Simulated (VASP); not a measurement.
Input of a VASP 6.6.1 run:

Contents of INCAR:

```
SYSTEM = TiSb
PREC     = Accurate       ! precision mode
ENCUT    = 520            ! plane-wave cutoff, eV
EDIFF    = 1E-8           ! SCF threshold, eV
ISMEAR   = -1             ! smearing method
SIGMA    = 0.03           ! smearing width, eV
LREAL    = .FALSE.        ! projectors in reciprocal space
LASPH    = .TRUE.         ! aspherical terms in the spheres
NELM     = 80             ! most SCF steps
ALGO     = Normal         ! electronic algorithm
ISIF     = 2              ! what is computed and relaxed
LWAVE    = .FALSE.        ! write WAVECAR
LCHARG   = .FALSE.        ! write CHGCAR
LEFG     = .TRUE.       
NBANDS   = 25             ! bands
```

The input KPOINTS:

```
Automatic mesh
0
G
  12 12 7
  0 0 0
```

File POSCAR:

```
TiSb
1.0
    4.1169314400      0.0000000000      0.0000000000
   -2.0584657201      3.5653672127      0.0000000000
    0.0000000000      0.0000000000      6.3044759009
Ti Sb
2 2
Direct
    0.0000000000      0.0000000000      0.0000000000
    0.0000000000      0.0000000000      0.5000000000
    0.3333333333      0.6666666667      0.2500000000
    0.6666666667      0.3333333333      0.7500000000
```

Potentials or basis: VASP PAW LDA potentials, release 64 (Ti_sv, Sb).

Command:

```bash
$ cat potpaw_LDA.64/Ti_sv/POTCAR potpaw_LDA.64/Sb/POTCAR > POTCAR
$ mpirun -np 1 vasp_std > vasp.out
```

**Question.** Estimate the pressure.

**Answer.** -8.9 GPa.

**Question.** What does it give for the band gap on the k mesh?

**Answer.** Zero (bands 17 and 18 overlap by 0.47 eV).

Stress tensor (GPa, compression positive):
```
-8.73  0.00  0.00
 0.00 -8.73  0.00
 0.00  0.00 -9.35
```

Caveat: the cell stands under tension; without QUAD_EFG the Cq values of the log hold for a quadrupole moment of 1 mb, not for the nuclei; spin-orbit coupling is left out, which moves the levels of the heavy elements.
